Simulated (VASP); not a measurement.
# Pt (I4/mmm) in VASP: notebook

Runs on Pt. Level: PBEsol. Tasks: single point.

All numbers are computed with VASP 6.6.1; they aren't measurements. Logs are shortened: lines on timing, memory, paths and dates and some standing lists are left out, and cuts for length are marked.

## 1. The cell of the first run

It takes space group I4/mmm (No. 139, tetragonal). The conventional cell has a = 2.700 Å, b = 2.700 Å, c = 4.112 Å, α = 90.00°, β = 90.00°, γ = 90.00°. Within 3.6 Å of Pt (site symmetry 4/mmm) lie 12 Pt at 2.70 to 2.81 Å.

## 2. Single point, PBEsol (strain -0.025 along x and y, +0.050 along z)

File INCAR:

```
PREC     = Accurate       # precision mode
ENCUT    = 520            # plane-wave cutoff, eV
EDIFF    = 1E-7           # SCF threshold, eV
ISMEAR   = 0              # smearing method
SIGMA    = 0.15           # smearing width, eV
LREAL    = F              # projectors in reciprocal space
LASPH    = T              # aspherical terms in the spheres
NELM     = 80             # most SCF steps
ALGO     = Normal         # electronic algorithm
ISIF     = 2              # what is computed and relaxed
LWAVE    = F              # write WAVECAR
LCHARG   = F              # write CHGCAR
GGA      = PS             # functional
NBANDS   = 11             # bands
```

File KPOINTS:

```
Automatic mesh
0
Gamma
  20 20 20
```

File POSCAR:

```
Pt
1.0
    0.0000000000      1.9089525000      2.0557950000
    1.9089525000      0.0000000000      2.0557950000
    1.9089525000      1.9089525000      0.0000000000
Pt
1
Direct
    0.0000000000      0.0000000000      0.0000000000
```

Potentials or basis: VASP PAW PBE potentials, release 64 (Pt).

Started as:

```console
cat potpaw_PBE.64/Pt/POTCAR > POTCAR
mpirun -np 1 vasp_std > vasp.out
```

OUTCAR:

```text
PREC = Accurate
   ENCUT = 520
   EDIFF = 1E-7
   ISMEAR = 0
   LREAL = F
   LASPH = T
   NELM = 80
   ISIF = 2
   GGA = PS

 ion  position               nearest neighbor table
   1  0.000  0.000  0.000-

  LATTYP: Found a body centered tetragonal cell.
 ALAT       =     2.6996665154
 C/A-ratio  =     1.5229992210

  Lattice vectors:

 A1 = (  -1.9089525000,   0.0000000000,   2.0557950000)
 A2 = (   1.9089525000,   0.0000000000,   2.0557950000)
 A3 = (   0.0000000000,   1.9089525000,  -2.0557950000)

Analysis of symmetry for initial positions (statically):
=====================================================================
 Subroutine PRICEL returns:
 Original cell was already a primitive cell.

 Routine SETGRP: Setting up the symmetry group for a
 body centered tetragonal supercell.

 Subroutine GETGRP returns: Found 16 space group operations
 (whereof 16 operations were pure point group operations)
 out of a pool of 16 trial point group operations.

The static configuration has the point symmetry D_4h.

Analysis of symmetry for dynamics (positions and initial velocities):
=====================================================================
 Subroutine PRICEL returns:
 Original cell was already a primitive cell.

 Routine SETGRP: Setting up the symmetry group for a
 body centered tetragonal supercell.

 Subroutine GETGRP returns: Found 16 space group operations
 (whereof 16 operations were pure point group operations)
 out of a pool of 16 trial point group operations.

The dynamic configuration has the point symmetry D_4h.

 Subroutine INISYM returns: Found 16 space group operations
 (whereof 16 operations are pure point group operations),
 and found     1 'primitive' translations

----------------------------------------------------------------------------------------

                                     Primitive cell

  volume of cell :      14.9830

  direct lattice vectors                    reciprocal lattice vectors
     0.000000000  1.908952500  2.055795000    -0.261923751  0.261923751  0.243214912
     1.908952500  0.000000000  2.055795000     0.261923751 -0.261923751  0.243214912
     1.908952500  1.908952500  0.000000000     0.261923751  0.261923751 -0.243214912

  length of vectors
     2.805422023  2.805422023  2.699666515     0.443127066  0.443127066  0.443127066

  position of ions in fractional coordinates (direct lattice)
     0.000000000  0.000000000  0.000000000

  ion indices of the primitive-cell ions
   primitive index   ion index
                 1           1

----------------------------------------------------------------------------------------

 KPOINTS: Automatic mesh

Automatic generation of k-mesh.
 Grid dimensions read from file:
 generate k-points for:   20   20   20

 Generating k-lattice:

  Cartesian coordinates                     Fractional coordinates (reciprocal lattice)
    -0.013096188  0.013096188  0.012160746     0.050000000 -0.000000000  0.000000000
     0.013096188 -0.013096188  0.012160746    -0.000000000  0.050000000  0.000000000
     0.013096188  0.013096188 -0.012160746     0.000000000  0.000000000  0.050000000

  Length of vectors
     0.022156353  0.022156353  0.022156353

  Shift w.r.t. Gamma in fractional coordinates (k-lattice)
     0.000000000  0.000000000  0.000000000

 Subroutine IBZKPT returns following result:
 ===========================================

 Found    641 irreducible k-points:

 Following reciprocal coordinates:
            Coordinates               Weight
  0.000000  0.000000  0.000000      1.000000
  0.050000 -0.000000  0.000000      8.000000
  0.100000 -0.000000  0.000000      8.000000
  0.150000 -0.000000  0.000000      8.000000
  0.200000 -0.000000  0.000000      8.000000
  0.250000 -0.000000  0.000000      8.000000
[... 16 lines left out ...]
 -0.400000  0.050000  0.000000      8.000000
 -0.350000  0.050000  0.000000      8.000000
 [... further k-points ...]
   k-points           NKPTS =    641   k-points in BZ     NKDIM =    641   number of bands    NBANDS=     11
   number of dos      NEDOS =    301   number of ions     NIONS =      1
   total plane-waves  NPLWV =  11520
   dimension x,y,z NGX =    24 NGY =   24 NGZ =   20
   dimension x,y,z NGXF=    48 NGYF=   48 NGZF=   40
   ions per type =               1
   NGX,Y,Z   is equivalent  to a cutoff of  14.22, 14.22, 12.32 a.u.
   NGXF,Y,Z  is equivalent  to a cutoff of  28.44, 28.44, 24.63 a.u.
 SYSTEM =  unknown system
   PREC   = accura    normal or accurate (medium, high low for compatibility)
   ISTART =      0    job   : 0-new  1-cont  2-samecut
   ICHARG =      2    charge: 1-file 2-atom 10-const
   ISPIN  =      1    spin polarized calculation?
   LNONCOLLINEAR =      F non collinear calculations
   LSORBIT =      F    spin-orbit coupling
   LASPH  =      T    aspherical Exc in radial PAW
   ENCUT  =  520.0 eV  38.22 Ry    6.18 a.u.   5.22  5.22  5.02*2*pi/ulx,y,z
   NELM   =     80;   NELMIN=  2; NELMDL= -5     # of ELM steps
   EDIFF  = 0.1E-06   stopping-criterion for ELM
   LREAL  =      F    real-space projection
   EDIFFG = 0.1E-05   stopping-criterion for IOM
   NSW    =      0    number of steps for IOM
   IBRION =     -1    ionic relax: 0-MD 1-quasi-New 2-CG
   NFREE  =      0    steps in history (QN), initial steepest desc. (CG)
   ISIF   =      2    stress and relaxation
   ISYM   =      2    0-nonsym 1-usesym 2-fastsym
   POTIM  = 0.5000    time-step for ionic-motion
   TEBEG  =    0.0;   TEEND  =   0.0 temperature during run
   PSTRESS=    0.0 pullay stress
   NELECT =      10.0000    total number of electrons
   NUPDOWN=      -1.0000    fix difference up-down
   EMIN   =  10.00;   EMAX   =-10.00  energy-range for DOS
   EFERMI =   0.00;   METHOD = LEGACY
   ISMEAR =     0;   SIGMA  =   0.15  broadening in eV -4-tet -1-fermi 0-gaus
   EFERMI_NEDOS =   21; number of points for ismear=-14 and -15
   IALGO  =     38    algorithm
   IMIX   =      4    mixing-type and parameters
     AMIX     =   0.40;   BMIX     =  1.00
     AMIX_MAG =   1.60;   BMIX_MAG =  1.00
  volume/ion in A,a.u.               =      14.98       101.11
  Fermi-wavevector in a.u.,A,eV,Ry     =   1.430677  2.703587 27.848889  2.046836
  Thomas-Fermi vector in A             =   2.550496
   LORBIT       =      0    0 simple, 1 ext, 2 COOP (PROOUT), +10 PAW based schemes
   GGA     = PS    functional components
   LHFCALC =     F    Hartree Fock is set to
   AEXX    =    0.0000 exact exchange contribution
   IVDW    =     0    specifies the selected vdW correction
   LEPSILON=     F    determine dielectric tensor
   LRPA    =     F    only Hartree local field effects (RPA)
 non-spin polarized calculation
 Gauss-broadening in eV      SIGMA  =   0.15
  energy-cutoff  :      520.00
  volume of cell :       14.98
 maximum number of plane-waves:       415
 NGX is ok and might be reduce to    24
   NGX = 11   NGY = 11   NGZ =  9

 number of electron      10.0000001 magnetization

 Free energy of the ion-electron system (eV)
  ---------------------------------------------------
  ext. energy  EPLUGINS =         0.00000000
  ---------------------------------------------------
  free energy    TOTEN  =        -6.95316942 eV

  energy without entropy =       -6.93322287  energy(sigma->0) =       -6.94319615

 E-fermi :  11.2061     XC(G=0): -13.6645

 val. band max:       11.2049142438   @ k =  -0.1000   0.4500   0.3500
 cond. band min:      11.2080816719   @ k =  -0.4500  -0.0000   0.1000
 fundamental gap:      0.0031674281
 Fermi energy:        11.2060939197

 k-point     1 :       0.0000    0.0000    0.0000
  band No.  band energies     occupation
      1       0.8545      2.00000
      2       6.7919      2.00000
      3       7.7192      2.00000
      4       7.7192      2.00000
      5       9.0075      2.00000
      6      10.0944      2.00000
      7      25.9198      0.00000
      8      29.6018      0.00000
      9      31.4684      0.00000
     10      31.4684      0.00000
     11      36.2712      0.00000

 k-point     2 :       0.0500   -0.0000    0.0000
  band No.  band energies     occupation
      1       0.9565      2.00000
      2       6.8143      2.00000
      3       7.6889      2.00000
      4       7.7595      2.00000
      5       8.9969      2.00000
      6      10.0591      2.00000
      7      26.0791      0.00000
      8      29.5644      0.00000
      9      31.0739      0.00000
     10      31.6302      0.00000
     11      36.9121      0.00000

 k-point     3 :       0.1000   -0.0000    0.0000
  band No.  band energies     occupation
      1       1.2550      2.00000
      2       6.8601      2.00000
      3       7.6174      2.00000
      4       7.8715      2.00000
      5       8.9870      2.00000
      6       9.9670      2.00000
      7      26.5200      0.00000
      8      28.9416      0.00000
      9      30.8947      0.00000
     10      32.1015      0.00000
     11      37.7536      0.00000

 k-point     4 :       0.1500   -0.0000    0.0000
  band No.  band energies     occupation
      1       1.7251      2.00000
      2       6.8819      2.00000
      3       7.5449      2.00000
      4       8.0236      2.00000
      5       9.0402      2.00000
      6       9.8616      2.00000
      7      27.1134      0.00000
      8      27.6636      0.00000
      9      31.4509      0.00000
     10      32.8368      0.00000
     11      36.3701      0.00000
[... 239 lines left out ...]
 k-point    22 :      -0.4500    0.0500    0.0000
  band No.  band energies     occupation
      1       3.8749      2.00000
      2       6.8722      2.00000
      3       7.8166      2.00000
      4       9.9146      2.00000
      5      10.9829      1.96463
      6      12.1047      0.00000
      7      17.3288      0.00000
      8      25.3378      0.00000
      9      29.4434      0.00000
     10      31.1644      0.00000
     11      38.2239      0.00000

 k-point    23 :      -0.4000    0.0500    0.0000
  band No.  band energies     occupation
      1       3.8732      2.00000
      2       6.9442      2.00000
      3       7.8682      2.00000
      4       9.2233      2.00000
      5      10.7359      1.99999
      6      11.7442      0.00000
      7      18.5449      0.00000
      8      25.6033      0.00000
      9      29.7703      0.00000
     10      31.8850      0.00000
     11      37.2196      0.00000

 k-point    24 :      -0.3500    0.0500    0.0000
  band No.  band energies     occupation
      1       3.8222      2.00000
      2       7.0463      2.00000
      3       7.9707      2.00000
      4       8.3136      2.00000
      5      10.3945      2.00000
      6      11.2214      0.88536
      7      20.2609      0.00000
      8      26.0921      0.00000
      9      30.5235      0.00000
     10      32.9802      0.00000
     11      35.8876      0.00000

 [... further k-points ...]

------------------------ aborting loop because EDIFF is reached ----------------------------------------

  FORCE on cell =-STRESS in cart. coord.  units (eV):
  Direction    XX          YY          ZZ          XY          YZ          ZX
  --------------------------------------------------------------------------------------
  -------------------------------------------------------------------------------------
  Total        0.4370061      0.4370061     -0.4570009      0.0000000      0.0000000      0.0000000
  in kB       46.7302374     46.7302374    -48.8683361      0.0000000      0.0000000      0.0000000
  external PRESSURE =      14.8640462 kB  Pullay stress =       0.0000000 kB

 VOLUME and BASIS-vectors are now :
 -----------------------------------------------------------------------------
  energy-cutoff  :      520.00
  volume of cell :       14.98
      direct lattice vectors                 reciprocal lattice vectors
     0.000000000  1.908952500  2.055795000    -0.261923751  0.261923751  0.243214912
     1.908952500  0.000000000  2.055795000     0.261923751 -0.261923751  0.243214912
     1.908952500  1.908952500  0.000000000     0.261923751  0.261923751 -0.243214912

 POSITION                                       TOTAL-FORCE (eV/Angst)
 -----------------------------------------------------------------------------------
      0.00000      0.00000      0.00000        -0.000000      0.000000      0.000000
 -----------------------------------------------------------------------------------
    total drift:                               -0.000000      0.000000     -0.000000

  FREE ENERGIE OF THE ION-ELECTRON SYSTEM (eV)
  ---------------------------------------------------
  free  energy   TOTEN  =        -6.9531694210 eV

  energy  without entropy=       -6.9332228708  energy(sigma->0) =       -6.94319615
```

Run time: 1.9 min. Hardware: 1 thread of Intel Xeon 8259CL, shared host; peak memory 0.23 GiB.

What came out:

```yaml
Free_energy: -6.9532 eV
Pressure: 1.5 GPa
Band_gap_on_the_k_mesh: zero (bands 5 and 6 overlap by 2.61 eV)
```

Stress tensor (GPa, compression positive):
```
 4.67  0.00  0.00
 0.00  4.67  0.00
 0.00  0.00 -4.89
```

Levels at points of the mesh, in eV from the Fermi level:
| k point | band 3 | band 4 | band 5 | band 6 | band 7 | band 8 |
| --- | --- | --- | --- | --- | --- | --- |
| (0.00, 0.00, 0.00) | -3.49 | -3.49 | -2.20 | -1.11 | 14.71 | 18.40 |
| (0.50, 0.00, 0.00) | -3.45 | -0.54 | -0.13 | 0.25 | 5.92 | 14.02 |
| (0.50, 0.50, 0.00) | 0.12 | 0.47 | 0.47 | 0.81 | 7.66 | 12.29 |
| (0.50, 0.00, 0.50) | -0.05 | 0.12 | 0.93 | 2.21 | 9.61 | 10.74 |

Caveat: the cell differs from its parent crystal (strain -0.025 along x and y, +0.050 along z); the PAW data sets were made with another functional, which shifts forces and pressure a little; spin-orbit coupling is left out, which moves the levels of the heavy elements.

(Part 1 of 3 ends here.)
